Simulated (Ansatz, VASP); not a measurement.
Na4AgS3 in VASP and in Ansatz

```
CELL_PARAMETERS angstrom
-5.09945 5.09945 2.57930
5.09945 -5.09945 2.57930
5.09945 5.09945 -2.57930
ATOMIC_POSITIONS crystal
Na 0.50000 0.23222 0.73222
Na 0.50000 0.76778 0.26778
Na 0.23222 0.50000 0.73222
Na 0.76778 0.50000 0.26778
Ag 0.00000 0.00000 0.00000
S 0.75000 0.25000 0.50000
S 0.25000 0.75000 0.50000
S 0.50000 0.50000 0.00000
```

Alike in both runs: functional PBE; k mesh 3 × 3 × 3; occupations gaussian, width 0.15 eV; no spin polarisation.

Ansatz relaxed the structure, and its values are those at the end. VASP's run is a single point on that final structure, the one shown.

|  | VASP | Ansatz |
| --- | --- | --- |
| version | VASP 6.6.1 | Ansatz 0.2.0 |
| potentials or method | VASP PAW PBE potentials, release 64 (Na_pv, Ag, S), cutoff 520 eV | scalar-relativistic, plane waves, PAW |
| valence electrons in the cell | 57 | 73 |

Ansatz gave:

* gap on the k mesh at the Fermi level (eV): none
* pressure (GPa): 0.0
* rms of the force components (eV/Å): 0.006

Question: Estimate VASP's values.

Answer: gap on the k mesh at the Fermi level (eV): none; pressure (GPa): 0.0; rms of the force components (eV/Å): 0.009.

A gap of «none» marks a metal or a gap that the smearing closes. VASP's potentials hold 57 valence electrons a cell and Ansatz's 73, so a difference there can come from the potentials and not from the codes.

The k mesh is coarse, so the values compare programs but aren't converged.
